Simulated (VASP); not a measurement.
# KTaO3 (Pm-3m) in VASP: further runs, part 2 of 2

VASP 6.6.1.

## Step 3: Single point, PBEsol (equal strain along all axes, cell held: +3.0 %)

Input file INCAR:

```
PREC = Accurate
ENCUT = 520
EDIFF = 1E-6
ISMEAR = 0
SIGMA = 0.02
LREAL = False
LASPH = True
NELM = 100
ALGO = Normal
ISIF = 2
LWAVE = False
LCHARG = False
GGA = PS
NBANDS = 27
```

Input file KPOINTS:

```
Automatic mesh
0
Gamma
  8 8 8
```

Input file POSCAR:

```
KTaO3
1.0
    4.1051803310      0.0000000000      0.0000000000
    0.0000000000      4.1051803310      0.0000000000
    0.0000000000      0.0000000000      4.1051803310
K Ta O
1 1 3
Direct
    0.5000000000      0.5000000000      0.5000000000
    0.0000000000      0.0000000000      0.0000000000
    0.0000000000      0.5000000000      0.0000000000
    0.0000000000      0.0000000000      0.5000000000
    0.5000000000      0.0000000000      0.0000000000
```

Potentials or basis: VASP PAW PBE potentials, release 64 (K_sv, Ta_pv, O).

Command:

```console
cat potpaw_PBE.64/K_sv/POTCAR potpaw_PBE.64/Ta_pv/POTCAR potpaw_PBE.64/O/POTCAR > POTCAR
mpirun -np 1 vasp_std > vasp.out
```

It took 87 s on 1 thread of Intel Xeon 8259CL, shared host; peak memory 0.21 GiB.

The run converged. Its results:

```yaml
Free_energy: -42.6546 eV
Pressure: -14.3 GPa
Band_gap_on_the_k_mesh: 1.90 eV (least direct gap 2.54 eV)
```

Levels at points of the mesh, in eV from the valence-band top:
| k point | band 15 | band 16 | band 17 | band 18 | band 19 | band 20 | band 21 | band 22 | band 23 | band 24 |
| --- | --- | --- | --- | --- | --- | --- | --- | --- | --- | --- |
| (0.00, 0.00, 0.00) | -0.95 | -0.95 | -0.64 | -0.64 | -0.64 | 1.90 | 1.90 | 1.90 | 5.78 | 5.79 |
| (0.50, 0.00, 0.00) | -2.33 | -2.00 | -1.34 | -0.84 | -0.84 | 2.03 | 4.43 | 4.43 | 5.83 | 7.25 |
| (0.50, 0.50, 0.00) | -2.58 | -1.80 | -1.35 | -1.35 | -0.03 | 4.46 | 4.46 | 5.60 | 6.56 | 9.68 |
| (0.50, 0.50, 0.50) | -3.67 | -3.67 | 0.00 | 0.00 | 0.00 | 5.70 | 5.70 | 5.70 | 8.55 | 8.55 |

Caveat: the cell differs from its parent crystal (equal strain along all axes, cell held: +3.0 %); the cell stands under tension; the PAW data sets were made with another functional, which shifts forces and pressure a little; spin-orbit coupling is left out, which moves the levels of the heavy elements. A k mesh can miss the band edges.

## Step 4: Single point, PBEsol

This run uses another cell than the first one, of 13.84 Å³/atom.

Input file INCAR:

```
SYSTEM = KTaO3
PREC = Accurate
ENCUT = 520
EDIFF = 1E-6
ISMEAR = 0
SIGMA = 0.02
LREAL = .False.
LASPH = .True.
NELM = 60
ALGO = Normal
ISIF = 2
LWAVE = .False.
LCHARG = .False.
GGA = PS
NBANDS = 27
```

Input file KPOINTS:

```
Automatic mesh
0
Gamma
  8 8 8
  0 0 0
```

POSCAR is that of step 3.

Potentials or basis: VASP PAW PBE potentials, release 64 (K_sv, Ta_pv, O).

Command:

```console
cat potpaw_PBE.64/K_sv/POTCAR potpaw_PBE.64/Ta_pv/POTCAR potpaw_PBE.64/O/POTCAR > POTCAR
mpirun -np 1 vasp_std > vasp.out
```

OUTCAR:

```text
SYSTEM = KTaO3
   PREC = Accurate
   ENCUT = 520
   EDIFF = 1E-6
   ISMEAR = 0
   LREAL = .False.
   LASPH = .True.
   NELM = 60
   ISIF = 2
   GGA = PS

 ion  position               nearest neighbor table
   1  0.500  0.500  0.500-   2 3.56   2 3.56   2 3.56   2 3.56   2 3.56   2 3.56   2 3.56   2 3.56

   2  0.000  0.000  0.000-   3 2.05   4 2.05   5 2.05   4 2.05   3 2.05   5 2.05   1 3.56   1 3.56
                             1 3.56   1 3.56   1 3.56   1 3.56   1 3.56   1 3.56
   3  0.000  0.500  0.000-   2 2.05   2 2.05
   4  0.000  0.000  0.500-   2 2.05   2 2.05
[... 926 lines left out ...]
  -------------------------------------------------------------------------------------
  Total       -6.1876470     -6.1876470     -6.1876470     -0.0000000     -0.0000000      0.0000000
  in kB     -143.2977582   -143.2977582   -143.2977582     -0.0000000     -0.0000000      0.0000000
  external PRESSURE =    -143.2977582 kB  Pullay stress =       0.0000000 kB

 VOLUME and BASIS-vectors are now :
 -----------------------------------------------------------------------------
  energy-cutoff  :      520.00
  volume of cell :       69.18
      direct lattice vectors                 reciprocal lattice vectors
     4.105180331  0.000000000  0.000000000     0.243594658  0.000000000  0.000000000
     0.000000000  4.105180331  0.000000000     0.000000000  0.243594658  0.000000000
     0.000000000  0.000000000  4.105180331     0.000000000  0.000000000  0.243594658

 POSITION                                       TOTAL-FORCE (eV/Angst)
 -----------------------------------------------------------------------------------
      2.05259      2.05259      2.05259         0.000000      0.000000      0.000000
      0.00000      0.00000      0.00000         0.000000      0.000000      0.000000
      0.00000      2.05259      0.00000         0.000000      0.000000      0.000000
      0.00000      0.00000      2.05259         0.000000      0.000000      0.000000
      2.05259      0.00000      0.00000         0.000000      0.000000      0.000000
 -----------------------------------------------------------------------------------
    total drift:                                0.000000      0.000000     -0.000000

  FREE ENERGIE OF THE ION-ELECTRON SYSTEM (eV)
  ---------------------------------------------------
  free  energy   TOTEN  =       -42.6546205585 eV

  energy  without entropy=      -42.6546205585  energy(sigma->0) =      -42.65462056
```

It took 83 s on 1 thread of Intel Xeon 8259CL, shared host; peak memory 0.22 GiB.

Results:

```
Free energy            : -42.6546 eV
Pressure               : -14.3 GPa
Band gap on the k mesh : 1.90 eV (least direct gap 2.54 eV)
```

Caveat: the cell stands under tension; the PAW data sets were made with another functional, which shifts forces and pressure a little; spin-orbit coupling is left out, which moves the levels of the heavy elements.

## Step 5: Single point, PBEsol (equal strain along all axes, cell held: +4.5 %)

Input file INCAR:

```
  PREC = Accurate
  ENCUT = 520
  EDIFF = 1E-6
  ISMEAR = 0
  SIGMA = 0.02
  LREAL = False
  LASPH = True
  NELM = 100
  ALGO = Normal
  ISIF = 2
  LWAVE = False
  LCHARG = False
  GGA = PS
  NBANDS = 27
```

Input file KPOINTS:

```
regular mesh
0
Gamma
  8 8 8
```

Edit POSCAR of step 4 so:

```diff
@@ -2,5 +2,5 @@
 1.0
-    4.1051803310      0.0000000000      0.0000000000
-    0.0000000000      4.1051803310      0.0000000000
-    0.0000000000      0.0000000000      4.1051803310
+    4.1649645106      0.0000000000      0.0000000000
+    0.0000000000      4.1649645106      0.0000000000
+    0.0000000000      0.0000000000      4.1649645106
 K Ta O
```

Command:

```console
cat potpaw_PBE.64/K_sv/POTCAR potpaw_PBE.64/Ta_pv/POTCAR potpaw_PBE.64/O/POTCAR > POTCAR
mpirun -np 1 vasp_std > vasp.out
```

It took 98 s on 1 thread of Intel Xeon 8259CL, shared host; peak memory 0.22 GiB.

It converged, with:

```
Free energy            : -42.3313 eV
Pressure               : -19.6 GPa
Band gap on the k mesh : 1.80 eV (least direct gap 2.45 eV)
```

Levels at points of the mesh, in eV from the valence-band top:
```csv
k point,band 16,band 17,band 18,band 19,band 20,band 21,band 22,band 23
"(0.00, 0.00, 0.00)",-0.89,-0.64,-0.64,-0.64,1.80,1.80,1.80,5.35
"(0.50, 0.00, 0.00)",-1.91,-1.25,-0.82,-0.82,1.91,4.17,4.17,5.38
"(0.50, 0.50, 0.00)",-1.85,-1.29,-1.29,-0.03,4.19,4.19,5.27,6.06
"(0.50, 0.50, 0.50)",-3.52,0.00,0.00,0.00,5.35,5.35,5.35,8.42
```

Caveat: the cell differs from its parent crystal (equal strain along all axes, cell held: +4.5 %); the cell stands under tension; the PAW data sets were made with another functional, which shifts forces and pressure a little; spin-orbit coupling is left out, which moves the levels of the heavy elements. A k mesh can miss the band edges.

## Step 6: Single point, PBEsol

This run uses another cell than the first one, of 14.45 Å³/atom.

Input file INCAR:

```
SYSTEM = KTaO3
PREC = Accurate ; ENCUT = 520
EDIFF = 1E-6 ; ISMEAR = 0
SIGMA = 0.02 ; LREAL = .False.
LASPH = .True. ; NELM = 80
ALGO = Normal ; ISIF = 2
LWAVE = .False. ; LCHARG = .False.
GGA = PS ; NBANDS = 27
```

Input file KPOINTS:

```
Automatic mesh
0
Gamma
  8 8 8
  0 0 0
```

POSCAR is that of step 5.

Potentials or basis: VASP PAW PBE potentials, release 64 (K_sv, Ta_pv, O).

Command:

```console
cat potpaw_PBE.64/K_sv/POTCAR potpaw_PBE.64/Ta_pv/POTCAR potpaw_PBE.64/O/POTCAR > POTCAR
mpirun -np 1 vasp_std > vasp.out
```

OUTCAR:

```text
SYSTEM = KTaO3
   PREC = Accurate
   ENCUT = 520
   EDIFF = 1E-6
   ISMEAR = 0
   LREAL = .False.
   LASPH = .True.
   NELM = 80
   ISIF = 2
   GGA = PS

 ion  position               nearest neighbor table
   1  0.500  0.500  0.500-   2 3.61   2 3.61   2 3.61   2 3.61   2 3.61   2 3.61   2 3.61   2 3.61

   2  0.000  0.000  0.000-   3 2.08   4 2.08   5 2.08   4 2.08   3 2.08   5 2.08   1 3.61   1 3.61
                             1 3.61   1 3.61   1 3.61   1 3.61   1 3.61   1 3.61
   3  0.000  0.500  0.000-   2 2.08   2 2.08
   4  0.000  0.000  0.500-   2 2.08   2 2.08
[... 926 lines left out ...]
  -------------------------------------------------------------------------------------
  Total       -8.8284018     -8.8284018     -8.8284018     -0.0000000      0.0000000      0.0000000
  in kB     -195.7756881   -195.7756881   -195.7756881     -0.0000000      0.0000000      0.0000000
  external PRESSURE =    -195.7756881 kB  Pullay stress =       0.0000000 kB

 VOLUME and BASIS-vectors are now :
 -----------------------------------------------------------------------------
  energy-cutoff  :      520.00
  volume of cell :       72.25
      direct lattice vectors                 reciprocal lattice vectors
     4.164964511  0.000000000  0.000000000     0.240098084  0.000000000  0.000000000
     0.000000000  4.164964511  0.000000000     0.000000000  0.240098084  0.000000000
     0.000000000  0.000000000  4.164964511     0.000000000  0.000000000  0.240098084

 POSITION                                       TOTAL-FORCE (eV/Angst)
 -----------------------------------------------------------------------------------
      2.08248      2.08248      2.08248         0.000000      0.000000      0.000000
      0.00000      0.00000      0.00000         0.000000      0.000000      0.000000
      0.00000      2.08248      0.00000         0.000000      0.000000      0.000000
      0.00000      0.00000      2.08248         0.000000      0.000000      0.000000
      2.08248      0.00000      0.00000         0.000000      0.000000      0.000000
 -----------------------------------------------------------------------------------
    total drift:                                0.000000      0.000000     -0.000000

  FREE ENERGIE OF THE ION-ELECTRON SYSTEM (eV)
  ---------------------------------------------------
  free  energy   TOTEN  =       -42.3313269351 eV

  energy  without entropy=      -42.3313269351  energy(sigma->0) =      -42.33132694
```

OSZICAR:

```text
N       E                     dE             d eps       ncg     rms          rms(c)
DAV:   1     0.309289832284E+03    0.30929E+03   -0.20358E+04  1890   0.138E+03
DAV:   2    -0.314460264863E+02   -0.34074E+03   -0.32961E+03  2278   0.390E+02
DAV:   3    -0.500484905488E+02   -0.18602E+02   -0.18514E+02  2702   0.880E+01
DAV:   4    -0.507260637362E+02   -0.67757E+00   -0.67664E+00  3070   0.106E+01
DAV:   5    -0.507305821357E+02   -0.45184E-02   -0.45179E-02  2484   0.865E-01    0.266E+01
DAV:   6    -0.428152206490E+02    0.79154E+01   -0.34406E+01  2201   0.363E+01    0.104E+01
DAV:   7    -0.424508778005E+02    0.36434E+00   -0.25902E+00  2324   0.945E+00    0.743E+00
DAV:   8    -0.423980477688E+02    0.52830E-01   -0.78006E-01  2234   0.684E+00    0.341E+00
DAV:   9    -0.423368036035E+02    0.61244E-01   -0.85838E-02  2237   0.226E+00    0.686E-01
DAV:  10    -0.423322958756E+02    0.45077E-02   -0.30894E-02  2468   0.102E+00    0.276E-01
DAV:  11    -0.423313066116E+02    0.98926E-03   -0.41170E-03  2407   0.416E-01    0.392E-02
DAV:  12    -0.423313361252E+02   -0.29514E-04   -0.25930E-04  2321   0.118E-01    0.397E-02
DAV:  13    -0.423313265854E+02    0.95398E-05   -0.99228E-05  2420   0.573E-02    0.459E-03
DAV:  14    -0.423313269351E+02   -0.34965E-06   -0.30559E-06  2340   0.129E-02
   1 F= -.42331327E+02 E0= -.42331327E+02  d E =-.366109E-25
```

Run time: 1.8 min. Hardware: 1 thread of Intel Xeon 8259CL, shared host; peak memory 0.22 GiB.

What came out:

- Free energy: -42.3313 eV
- Pressure: -19.6 GPa
- Band gap on the k mesh: 1.80 eV (least direct gap 2.45 eV)

Caveat: the cell stands under tension; the PAW data sets were made with another functional, which shifts forces and pressure a little; spin-orbit coupling is left out, which moves the levels of the heavy elements.

## Step 7: Summary

| cell | gap on the mesh (eV) | pressure (GPa) |
| --- | --- | --- |
| a = 4.045 Å, 5 atoms | 2.00 | -7.7 |
| a = 4.105 Å, 5 atoms | 1.90 | -14.3 |
| a = 4.165 Å, 5 atoms | 1.80 | -19.6 |

Alike in all rows: task single point; level PBEsol; potentials or basis VASP PAW PBE potentials, release 64 (K_sv, Ta_pv, O); no spin polarisation; k mesh 8 × 8 × 8; cutoff (eV) 520; smearing gaussian 0.02 eV.

Caveats: the cell stands under tension; the PAW data sets were made with another functional, which shifts forces and pressure a little; spin-orbit coupling is left out, which moves the levels of the heavy elements.

Total energies depend on the potentials used, so only differences within one code and one set of settings carry meaning.
